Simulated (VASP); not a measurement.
# Cd (Fd-3m) in VASP: relaxation of cell and atoms with r2SCAN

Aim: the relaxation of cell and atoms of Cd with r2SCAN.

Everything below comes from runs of VASP 6.6.1. Logs are shortened: lines on timing, memory, paths and dates and some standing lists are left out, and cuts for length are marked.

## (1) The cell of the first run

Symmetry: Fd-3m, No. 227, cubic system. The conventional cell has a = 6.155 Å, b = 6.155 Å, c = 6.155 Å, α = 90.00°, β = 90.00°, γ = 90.00°. Within 3.5 Å of Cd (site symmetry -43m) lie 4 Cd at 2.66 Å.

This isn't the form of Cd at room conditions, which is hcp.

## (2) Relaxation of cell and atoms, r2SCAN

POSCAR reads:

```
Cd
1.0
    0.0000000000      3.0772608027      3.0772608027
    3.0772608027      0.0000000000      3.0772608027
    3.0772608027      3.0772608027      0.0000000000
Cd
2
Direct
    0.1250000000      0.1250000000      0.1250000000
    0.8750000000      0.8750000000      0.8750000000
```

INCAR.step1 reads:

```
SYSTEM = Cd
ALGO = Normal
EDIFF = 1E-4
ENCUT = 600
GGA = PE
ISMEAR = -1
LASPH = .True.
LCHARG = .False.
LREAL = .False.
LWAVE = .True.
NELM = 80
PREC = Accurate
SIGMA = 0.1
```

INCAR.step2 reads:

```
SYSTEM = Cd
ALGO = Normal
EDIFF = 1E-7
EDIFFG = -0.01
ENCUT = 600
IBRION = 2
ISIF = 3
ISMEAR = -1
ISTART = 1
LASPH = .True.
LCHARG = .False.
LMIXTAU = .True.
LREAL = .False.
LWAVE = .False.
METAGGA = R2SCAN
NELM = 80
NSW = 80
PREC = Accurate
SIGMA = 0.1
```

KPOINTS reads:

```
k-points
0
Gamma
  9 9 9
  0 0 0
```

Potentials or basis: VASP PAW PBE potentials, release 64 (Cd).

Launch:

```
cat potpaw_PBE.64/Cd/POTCAR > POTCAR
cp INCAR.step1 INCAR
mpirun -np 1 vasp_std > vasp.out
cp INCAR.step2 INCAR
mpirun -np 1 vasp_std > vasp.out
```

OUTCAR:

```text
SYSTEM = Cd
   EDIFF = 1E-7
   EDIFFG = -0.01
   ENCUT = 600
   IBRION = 2
   ISIF = 3
   ISMEAR = -1
   ISTART = 1
   LASPH = .True.
   LREAL = .False.
   METAGGA = R2SCAN
   NELM = 80
   NSW = 80
   PREC = Accurate

 ion  position               nearest neighbor table
   1  0.125  0.125  0.125-   2 2.66   2 2.66   2 2.66   2 2.66
   2  0.875  0.875  0.875-   1 2.66   1 2.66   1 2.66   1 2.66

  LATTYP: Found a face centered cubic cell.
 ALAT       =     6.1545216054

  Lattice vectors:

 A1 = (   0.0000000000,   3.0772608027,   3.0772608027)
 A2 = (   3.0772608027,   0.0000000000,   3.0772608027)
 A3 = (   3.0772608027,   3.0772608027,   0.0000000000)

Analysis of symmetry for initial positions (statically):
=====================================================================
 Subroutine PRICEL returns:
 Original cell was already a primitive cell.

 Routine SETGRP: Setting up the symmetry group for a
 face centered cubic supercell.

 Subroutine GETGRP returns: Found 48 space group operations
 (whereof 12 operations were pure point group operations)
 out of a pool of 48 trial point group operations.

The static configuration has the point symmetry D_3d.
 The point group associated with its full space group is O_h .

Analysis of symmetry for dynamics (positions and initial velocities):
=====================================================================
 Subroutine PRICEL returns:
 Original cell was already a primitive cell.

 Routine SETGRP: Setting up the symmetry group for a
 face centered cubic supercell.

 Subroutine GETGRP returns: Found 48 space group operations
 (whereof 12 operations were pure point group operations)
 out of a pool of 48 trial point group operations.

The dynamic configuration has the point symmetry D_3d.
 The point group associated with its full space group is O_h .

 Subroutine INISYM returns: Found 48 space group operations
 (whereof 12 operations are pure point group operations),
 and found     1 'primitive' translations

----------------------------------------------------------------------------------------

                                     Primitive cell

  volume of cell :      58.2805

  direct lattice vectors                    reciprocal lattice vectors
[... 94 lines left out ...]
   ISYM   =      2    0-nonsym 1-usesym 2-fastsym
   POTIM  = 0.5000    time-step for ionic-motion
   TEBEG  =    0.0;   TEEND  =   0.0 temperature during run
   PSTRESS=    0.0 pullay stress
   NELECT =      24.0000    total number of electrons
   NUPDOWN=      -1.0000    fix difference up-down
   EMIN   =  10.00;   EMAX   =-10.00  energy-range for DOS
   EFERMI =   0.00;   METHOD = LEGACY
   ISMEAR =    -1;   SIGMA  =   0.10  broadening in eV -4-tet -1-fermi 0-gaus
   EFERMI_NEDOS =   21; number of points for ismear=-14 and -15
   IALGO  =     38    algorithm
   IMIX   =      4    mixing-type and parameters
     AMIX     =   0.40;   BMIX     =  1.00
     AMIX_MAG =   1.60;   BMIX_MAG =  1.00
  volume/ion in A,a.u.               =      29.14       196.65
  Fermi-wavevector in a.u.,A,eV,Ry     =   1.217973  2.301635 20.183670  1.483458
  Thomas-Fermi vector in A             =   2.353275
   LORBIT       =      0    0 simple, 1 ext, 2 COOP (PROOUT), +10 PAW based schemes
   METAGGA = R2SCAN    functional components
   LHFCALC =     F    Hartree Fock is set to
   AEXX    =    0.0000 exact exchange contribution
   IVDW    =     0    specifies the selected vdW correction
   LEPSILON=     F    determine dielectric tensor
   LRPA    =     F    only Hartree local field effects (RPA)
 conjugate gradient relaxation of ions
 non-spin polarized calculation
  energy-cutoff  :      600.00
  volume of cell :       58.28
 maximum number of plane-waves:      1964
   NGX = 17   NGY = 17   NGZ = 17

--------------------------------------- Ionic step        1  -------------------------------------------

 number of electron      23.9999995 magnetization

 Free energy of the ion-electron system (eV)
  ---------------------------------------------------
  ext. energy  EPLUGINS =         0.00000000
  ---------------------------------------------------
  free energy    TOTEN  =       -39.21106716 eV

  energy without entropy =      -39.18723551  energy(sigma->0) =      -39.19915133

------------------------ aborting loop because EDIFF is reached ----------------------------------------

  FORCE on cell =-STRESS in cart. coord.  units (eV):
  Direction    XX          YY          ZZ          XY          YZ          ZX
  --------------------------------------------------------------------------------------
  -------------------------------------------------------------------------------------
  Total        2.3062950      2.3062950      2.3062950     -0.0000000      0.0000000     -0.0000000
  in kB       63.4019378     63.4019378     63.4019378     -0.0000000      0.0000000     -0.0000000
  external PRESSURE =      63.4019378 kB  Pullay stress =       0.0000000 kB
[... 59 lines left out ...]
--------------------------------------- Ionic step        3  -------------------------------------------

 number of electron      24.0000004 magnetization

 Free energy of the ion-electron system (eV)
  ---------------------------------------------------
  ext. energy  EPLUGINS =         0.00000000
  ---------------------------------------------------
  free energy    TOTEN  =       -39.39294803 eV

  energy without entropy =      -39.36069975  energy(sigma->0) =      -39.37682389

 E-fermi :   0.2583     XC(G=0):  -8.9682

 val. band max:        0.2199935567   @ k =  -0.2222   0.3333   0.1111
 cond. band min:       0.4174508041   @ k =   0.3333   0.2222   0.0000
 fundamental gap:      0.1974572473
 Fermi energy:         0.2582635127

 k-point     1 :       0.0000    0.0000    0.0000
  band No.  band energies     occupation
      1      -9.4176      2.00000
      2      -9.4176      2.00000
      3      -9.4176      2.00000
      4      -9.3606      2.00000
      5      -9.3606      2.00000
      6      -8.6115      2.00000
[... 433 lines left out ...]
      3      -9.4199      2.00000
      4      -9.2851      2.00000
      5      -8.9652      2.00000
      6      -8.8023      2.00000
[... 8 lines left out ...]
     15       4.1873      0.00000
     16       4.4601      0.00000

 [... further k-points ...]

------------------------ aborting loop because EDIFF is reached ----------------------------------------

  FORCE on cell =-STRESS in cart. coord.  units (eV):
  Direction    XX          YY          ZZ          XY          YZ          ZX
  --------------------------------------------------------------------------------------
  -------------------------------------------------------------------------------------
  Total       -0.0193502     -0.0193502     -0.0193502      0.0000000      0.0000000     -0.0000000
  in kB       -0.4454330     -0.4454330     -0.4454330      0.0000000      0.0000000     -0.0000000
  external PRESSURE =      -0.4454330 kB  Pullay stress =       0.0000000 kB
[... 17 lines left out ...]
  FREE ENERGIE OF THE ION-ELECTRON SYSTEM (eV)
  ---------------------------------------------------
  free  energy   TOTEN  =       -39.3929480259 eV

  energy  without entropy=      -39.3606997482  energy(sigma->0) =      -39.37682389

 reached required accuracy - stopping structural energy minimisation
```

OSZICAR.step1:

```text
N       E                     dE             d eps       ncg     rms          rms(c)
DAV:   1     0.172693942790E+03    0.17269E+03   -0.13870E+04  1120   0.160E+03
DAV:   2     0.319060309265E+01   -0.16950E+03   -0.16539E+03  1168   0.371E+02
DAV:   3    -0.627491171510E+00   -0.38181E+01   -0.38140E+01  1352   0.666E+01
DAV:   4    -0.634022514667E+00   -0.65313E-02   -0.65312E-02  1240   0.257E+00
DAV:   5    -0.634052486394E+00   -0.29972E-04   -0.29972E-04  1400   0.145E-01    0.395E+00
DAV:   6    -0.546861566364E+00    0.87191E-01   -0.24882E-01  1304   0.591E+00    0.307E+00
DAV:   7    -0.538361587433E+00    0.85000E-02   -0.25962E-02  1240   0.142E+00    0.147E+00
DAV:   8    -0.537431503548E+00    0.93008E-03   -0.24821E-03  1176   0.675E-01    0.608E-02
DAV:   9    -0.537485066749E+00   -0.53563E-04   -0.42458E-05   752   0.578E-02
   1 F= -.53748507E+00 E0= -.52499477E+00  d E =-.249806E-01
```

It took 12 min on 1 thread of Intel Xeon 8259CL, shared host; peak memory 0.24 GiB.

Results:

- Free energy: -39.3929 eV
- Relaxed volume: 34.80 Å³/atom
- Relaxed cell: a = 4.617 Å, b = 4.617 Å, c = 4.617 Å, α = 60.00°, β = 60.00°, γ = 60.00°
- Space group after relaxing (to 0.1 Å): Fd-3m (No. 227)
- Energy gained by relaxing: 90.9 meV/atom
- Ionic steps: 3
- Pressure after relaxing: 0.0 GPa
- Band gap on the k mesh: zero (bands 12 and 13 overlap by 5.23 eV)

Step by step:
```
step  energy change (eV)  largest force (eV/Å)  pressure (GPa)  volume (Å³)
   1              0.0000                0.0000            6.34        58.28
   2             -0.1811                0.0000            0.29        68.56
   3             -0.1819                0.0000           -0.04        69.60
```

Final structure:
```
Cd
1.0
     0.00000    3.26483    3.26483
     3.26483    0.00000    3.26483
     3.26483    3.26483    0.00000
Cd
2
Direct
  0.12500 0.12500 0.12500
  0.87500 0.87500 0.87500
```

Caveat: the volume moved by over 15 % at a fixed basis, so the end points are rough; the PAW data sets were made with another functional, which shifts forces and pressure a little.
